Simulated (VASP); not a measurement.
# Mg7CdTe8 (P1) in VASP: a series of runs, part 2 of 3

VASP 6.6.1.

## Step 3: Single point, PBEsol

INCAR reads:

```
SYSTEM = Mg7CdTe8
ALGO = Normal ; EDIFF = 1E-6
ENCUT = 500 ; GGA = PS
GGA_COMPAT = .FALSE. ; ISIF = 2
ISMEAR = -1 ; ISYM = -1
KPAR = 1 ; LASPH = .TRUE.
LCHARG = .FALSE. ; LREAL = Auto
LWAVE = .FALSE. ; NBANDS = 276
NELM = 120 ; PREC = Accurate
SIGMA = 0.05
```

KPOINTS reads:

```
explicit points
1
Reciprocal
  0.25000000   0.25000000   0.25000000 1
```

POSCAR reads:

```
Mg7CdTe8
1.0
   13.6793985368     -0.0000000007      0.0000000000
   -0.0000019990     15.8087353882      0.0000000000
    0.0000000000      0.0000000000     14.8649271186
Mg Cd Te
42 6 48
Direct
    0.1664380000      0.0831310000      0.2498090000
    0.1664510000      0.0834100000      0.7500310000
    0.9998340000      0.3331520000      0.2495440000
    0.9995820000      0.3336040000      0.7499590000
    0.4995660000      0.0830960000      0.7494330000
    0.3333770000      0.3335400000      0.2499080000
    0.3332960000      0.3336910000      0.7496660000
    0.1667680000      0.5833670000      0.2493840000
    0.9999960000      0.8331990000      0.2498970000
    0.0000990000      0.8331450000      0.7501360000
    0.8334560000      0.0834510000      0.2493750000
    0.8339280000      0.0830010000      0.7497520000
    0.6664800000      0.3335690000      0.2494340000
    0.6667500000      0.3336690000      0.7498800000
    0.4995330000      0.5830710000      0.2500620000
    0.5000030000      0.5828850000      0.7493580000
    0.3323130000      0.8333300000      0.2492920000
    0.3320400000      0.8332410000      0.7491680000
    0.8338960000      0.5825080000      0.2495690000
    0.8331240000      0.5832210000      0.7493820000
    0.6674590000      0.8336220000      0.2499490000
    0.6670020000      0.8325360000      0.7486430000
    0.0004080000      0.1670370000      0.5002300000
    0.9998810000      0.1666490000      0.9995310000
    0.3322740000      0.1671940000      0.5006330000
    0.3326260000      0.1670160000      0.9991570000
    0.1665560000      0.4167690000      0.4988090000
    0.1669400000      0.4164830000      0.0000270000
    0.0001830000      0.6662870000      0.4988800000
    0.9996450000      0.6667640000      0.0003820000
    0.6671660000      0.1664870000      0.9988260000
    0.4997560000      0.4165000000      0.4997760000
    0.5002250000      0.4161700000      0.0001020000
    0.3332040000      0.6664160000      0.4992220000
    0.3338870000      0.6666800000      0.9997400000
    0.1659510000      0.9170940000      0.4997830000
    0.1665340000      0.9168780000      0.9997060000
    0.8337260000      0.4166470000      0.4996990000
    0.8337310000      0.4164640000      0.9994110000
    0.6664980000      0.6662610000      0.4994260000
    0.8334890000      0.9167770000      0.5002570000
    0.8336800000      0.9165450000      0.0000810000
    0.5000680000      0.0840380000      0.2498600000
    0.1663650000      0.5830540000      0.7500430000
    0.6678550000      0.1668740000      0.5007740000
    0.6663810000      0.6663010000      0.0009330000
    0.4995910000      0.9159450000      0.5004820000
    0.4997510000      0.9169220000      0.0000280000
    0.0001110000      0.1668060000      0.1874250000
    0.0001230000      0.1669990000      0.6880890000
    0.3318620000      0.1674700000      0.1869800000
    0.3329780000      0.1668200000      0.6883460000
    0.1665250000      0.4167820000      0.1880170000
    0.1663930000      0.4154280000      0.6867660000
    0.9999970000      0.6666940000      0.1882760000
    0.9987730000      0.6671880000      0.6868510000
    0.6679880000      0.1675130000      0.1867170000
    0.6669240000      0.1666860000      0.6900360000
    0.4997750000      0.4167380000      0.1879340000
    0.4999960000      0.4164450000      0.6876210000
    0.3334900000      0.6667310000      0.1875570000
    0.3343010000      0.6670080000      0.6871360000
    0.1661490000      0.9167690000      0.1875750000
    0.1658530000      0.9170370000      0.6877280000
    0.8333890000      0.4163930000      0.1873090000
    0.8331970000      0.4166990000      0.6876700000
    0.6667030000      0.6665380000      0.1901770000
    0.6665180000      0.6661250000      0.6873190000
    0.4999420000      0.9157290000      0.1891950000
    0.4996570000      0.9161400000      0.6898630000
    0.8336960000      0.9167420000      0.1878190000
    0.8336120000      0.9165020000      0.6880140000
    0.1666460000      0.0834300000      0.4377720000
    0.1662710000      0.0832230000      0.9378700000
    0.9999100000      0.3331770000      0.4375230000
    0.0004080000      0.3332700000      0.9379200000
    0.4989800000      0.0839690000      0.4391120000
    0.4995610000      0.0847050000      0.9372230000
    0.3332510000      0.3332450000      0.4377610000
    0.3333910000      0.3336300000      0.9374810000
    0.1667310000      0.5831960000      0.4372140000
    0.1665850000      0.5833630000      0.9395750000
    0.9998250000      0.8330830000      0.4378180000
    0.0000600000      0.8330230000      0.9380140000
    0.8350690000      0.0827350000      0.4373080000
    0.8336960000      0.0827830000      0.9376460000
    0.6667450000      0.3344570000      0.4372730000
    0.6669420000      0.3334100000      0.9378000000
    0.4998900000      0.5830520000      0.4378670000
    0.4990680000      0.5822650000      0.9372500000
    0.3313750000      0.8327540000      0.4371960000
    0.3319560000      0.8327320000      0.9370340000
    0.8332740000      0.5830760000      0.4375340000
    0.8342780000      0.5827640000      0.9373350000
    0.6678560000      0.8326350000      0.4377710000
    0.6676910000      0.8335470000      0.9366700000
```

Potentials or basis: VASP PAW PBE potentials, release 64 (Mg, Cd, Te).

Launch:

```bash
$ cat potpaw_PBE.64/Mg/POTCAR potpaw_PBE.64/Cd/POTCAR potpaw_PBE.64/Te/POTCAR > POTCAR
$ mpirun -np 4 vasp_std > vasp.out
```

OUTCAR:

```text
SYSTEM = Mg7CdTe8
   EDIFF = 1E-6
   ENCUT = 500
   GGA = PS
   ISIF = 2
   ISMEAR = -1
   ISYM = -1
   LASPH = .TRUE.
   LREAL = Auto
   NELM = 120
   PREC = Accurate

 ion  position               nearest neighbor table
   1  0.166  0.083  0.250-  51 2.79  63 2.79  49 2.79  73 2.79
   2  0.166  0.083  0.750-  52 2.79  50 2.79  64 2.79  74 2.79
   3  1.000  0.333  0.250-  49 2.79  65 2.79  53 2.79  75 2.79
   4  1.000  0.334  0.750-  54 2.79  66 2.79  50 2.79  76 2.79
   5  0.500  0.083  0.749-  70 2.78  58 2.79  52 2.79  78 2.79
   6  0.333  0.334  0.250-  59 2.79  51 2.79  53 2.79  79 2.79
[... 88 lines left out ...]
  95  0.668  0.833  0.438-  40 2.79  41 2.79  21 2.79  47 2.81
  96  0.668  0.834  0.937-  42 2.79  22 2.80  48 2.81  46 2.81

IMPORTANT INFORMATION: All symmetrisations will be switched off!
NOSYMM: (Re-)initialisation of all symmetry stuff for point group C_1.

----------------------------------------------------------------------------------------

                                     Primitive cell

  volume of cell :    3214.5998

  direct lattice vectors                    reciprocal lattice vectors
    13.679398537 -0.000000001  0.000000000     0.073102629  0.000000009  0.000000000
    -0.000001999 15.808735388  0.000000000     0.000000000  0.063256167  0.000000000
     0.000000000  0.000000000 14.864927119     0.000000000  0.000000000  0.067272446

  length of vectors
    13.679398537 15.808735388 14.864927119     0.073102629  0.063256167  0.067272446

  position of ions in fractional coordinates (direct lattice)
     0.166438000  0.083131000  0.249809000
     0.166451000  0.083410000  0.750031000
     0.999834000  0.333152000  0.249544000
     0.999582000  0.333604000  0.749959000
     0.499566000  0.083096000  0.749433000
     0.333377000  0.333540000  0.249908000
[... 88 lines left out ...]
     0.667856000  0.832635000  0.437771000
     0.667691000  0.833547000  0.936670000

  ion indices of the primitive-cell ions
   primitive index   ion index
                 1           1
[... 149 lines left out ...]
   LORBIT       =      0    0 simple, 1 ext, 2 COOP (PROOUT), +10 PAW based schemes
   GGA     = PS    functional components
   LHFCALC =     F    Hartree Fock is set to
   AEXX    =    0.0000 exact exchange contribution
   IVDW    =     0    specifies the selected vdW correction
   LEPSILON=     F    determine dielectric tensor
   LRPA    =     F    only Hartree local field effects (RPA)
 non-spin polarized calculation
  energy-cutoff  :      500.00
  volume of cell :     3214.60
 maximum number of plane-waves:     81619
 NGX is ok and might be reduce to   100
   NGX = 49   NGY = 57   NGZ = 55

 number of electron     444.0000017 magnetization

 Free energy of the ion-electron system (eV)
  ---------------------------------------------------
  ext. energy  EPLUGINS =         0.00000000
  ---------------------------------------------------
  free energy    TOTEN  =      -322.50478184 eV

  energy without entropy =     -322.50478184  energy(sigma->0) =     -322.50478184

 E-fermi :   3.0835     XC(G=0):  -8.1264

 val. band max:        1.8594985500   @ k =   0.2500   0.2500   0.2500
 cond. band min:       4.6038526399   @ k =   0.2500   0.2500   0.2500
 fundamental gap:      2.7443540899
 Fermi energy:         3.0835305446

 k-point     1 :       0.2500    0.2500    0.2500
  band No.  band energies     occupation
      1      -8.4372      2.00000
      2      -8.3368      2.00000
      3      -8.2908      2.00000
      4      -8.2723      2.00000
      5      -8.2108      2.00000
      6      -8.1846      2.00000
[... 226 lines left out ...]
    233       5.2832      0.00000
    234       5.3327      0.00000
 [bands above 234 left out]

------------------------ aborting loop because EDIFF is reached ----------------------------------------

  FORCE on cell =-STRESS in cart. coord.  units (eV):
  Direction    XX          YY          ZZ          XY          YZ          ZX
  --------------------------------------------------------------------------------------
  -------------------------------------------------------------------------------------
  Total        0.9445328      0.9234444      0.8144168      0.1386295      0.0027138      0.0576915
  in kB        0.4707613      0.4602506      0.4059106      0.0690938      0.0013526      0.0287538
  external PRESSURE =       0.4456408 kB  Pullay stress =       0.0000000 kB

 VOLUME and BASIS-vectors are now :
 -----------------------------------------------------------------------------
  energy-cutoff  :      500.00
  volume of cell :     3214.60
      direct lattice vectors                 reciprocal lattice vectors
    13.679398537 -0.000000001  0.000000000     0.073102629  0.000000009  0.000000000
    -0.000001999 15.808735388  0.000000000     0.000000000  0.063256167  0.000000000
     0.000000000  0.000000000 14.864927119     0.000000000  0.000000000  0.067272446

 POSITION                                       TOTAL-FORCE (eV/Angst)
 -----------------------------------------------------------------------------------
      2.27677      1.31420      3.71339        -0.004548      0.003155     -0.003499
      2.27695      1.31861     11.14916        -0.004618     -0.000809     -0.002136
     13.67713      5.26671      3.70945         0.002227      0.003284     -0.001567
     13.67368      5.27386     11.14809        -0.003430     -0.003348      0.005298
      6.83376      1.31364     11.14027        -0.003740      0.001026     -0.002363
      4.56040      5.27285      3.71486        -0.008277     -0.003092     -0.004058
[... 88 lines left out ...]
      9.13587     13.16291      6.50743         0.010727     -0.003364     -0.003522
      9.13361     13.17732     13.92353         0.018054      0.005023     -0.012861
 -----------------------------------------------------------------------------------
    total drift:                                0.036614     -0.008442     -0.211268

  FREE ENERGIE OF THE ION-ELECTRON SYSTEM (eV)
  ---------------------------------------------------
  free  energy   TOTEN  =      -322.5047818442 eV

  energy  without entropy=     -322.5047818441  energy(sigma->0) =     -322.50478184
```

Wall time 6.2 min (4 MPI ranks of Intel Xeon Platinum 8488C (Sapphire Rapids), shared host); peak memory 0.91 GiB.

What came out:

- Free energy: -322.5048 eV
- Pressure: 0.0 GPa
- Largest force: 0.029 eV/Å
- Band gap on the k mesh: 2.74 eV

Forces on the atoms (eV/Å):
```
Mg  -0.005  0.003 -0.003
Mg  -0.005 -0.001 -0.002
Mg   0.002  0.003 -0.002
Mg  -0.003 -0.003  0.005
Mg  -0.004  0.001 -0.002
Mg  -0.008 -0.003 -0.004
Mg   0.007 -0.009  0.001
Mg   0.003  0.002 -0.007
Mg  -0.005  0.005  0.004
Mg  -0.005 -0.001  0.001
Mg   0.000 -0.005 -0.004
Mg   0.004 -0.004  0.001
Mg  -0.001 -0.005 -0.003
Mg  -0.009  0.007  0.002
Mg  -0.005  0.004 -0.005
Mg   0.004  0.002  0.003
Mg   0.007 -0.005  0.005
Mg   0.002  0.000  0.008
Mg  -0.006  0.010  0.004
Mg  -0.001 -0.004  0.003
Mg  -0.007  0.004 -0.001
Mg  -0.005  0.000  0.008
Mg   0.002  0.002 -0.003
Mg  -0.002  0.004  0.001
Mg   0.006  0.002  0.000
Mg   0.009 -0.001  0.001
Mg  -0.005  0.003 -0.002
Mg  -0.001  0.001  0.001
Mg  -0.001  0.004  0.001
Mg   0.004  0.008 -0.003
Mg  -0.009  0.002 -0.001
Mg  -0.002 -0.001  0.003
Mg   0.003  0.000 -0.004
Mg   0.003 -0.001  0.005
Mg   0.005  0.007  0.001
Mg   0.001 -0.005  0.005
Mg  -0.006 -0.007  0.001
Mg   0.003  0.003  0.003
Mg  -0.004  0.003  0.005
Mg   0.004 -0.006  0.005
Mg   0.006 -0.007  0.002
Mg   0.007 -0.005 -0.002
Cd   0.000 -0.002  0.004
Cd   0.000  0.004  0.013
Cd  -0.004  0.000  0.003
Cd   0.003  0.007  0.003
Cd   0.002  0.000  0.011
Cd   0.000 -0.001  0.001
Te   0.005 -0.005  0.008
Te  -0.006 -0.001 -0.004
Te  -0.020  0.010 -0.008
Te  -0.007  0.004 -0.002
Te   0.003 -0.011 -0.002
Te   0.004 -0.012 -0.001
Te  -0.001  0.001 -0.013
Te  -0.003  0.010 -0.013
Te   0.019  0.006 -0.002
Te   0.007 -0.004  0.027
Te   0.005  0.001 -0.005
Te   0.001 -0.003  0.002
Te  -0.002 -0.002  0.007
Te   0.004  0.006 -0.016
Te   0.000  0.009  0.001
Te   0.008  0.005 -0.003
Te   0.003 -0.003  0.005
Te   0.003  0.000 -0.004
Te   0.011 -0.005  0.020
Te  -0.002 -0.001 -0.001
Te  -0.001 -0.019  0.004
Te   0.002  0.008  0.011
Te   0.000  0.007  0.000
Te  -0.003  0.006 -0.007
Te  -0.010 -0.002 -0.004
Te   0.001  0.001 -0.008
Te  -0.001 -0.002  0.000
Te  -0.002 -0.004 -0.010
Te  -0.015  0.017  0.002
Te   0.009  0.016 -0.003
Te   0.004 -0.002 -0.002
Te   0.000  0.000  0.005
Te  -0.006  0.000  0.008
Te   0.005 -0.006  0.014
Te  -0.002  0.005 -0.006
Te   0.000  0.003 -0.001
Te   0.011 -0.009 -0.007
Te  -0.003  0.005  0.000
Te   0.000  0.021 -0.005
Te   0.002 -0.006  0.000
Te  -0.005 -0.003 -0.001
Te  -0.015 -0.014 -0.012
Te  -0.013 -0.009 -0.010
Te  -0.020 -0.012 -0.005
Te   0.002 -0.004  0.002
Te   0.016 -0.017 -0.014
Te   0.011 -0.003 -0.004
Te   0.018  0.005 -0.013
```

Caveat: the PAW data sets were made with another functional, which shifts forces and pressure a little; spin-orbit coupling is left out, which moves the levels of the heavy elements; a shifted mesh leaves out Γ, where band edges can lie.

(Part 2 of 3 ends here.)
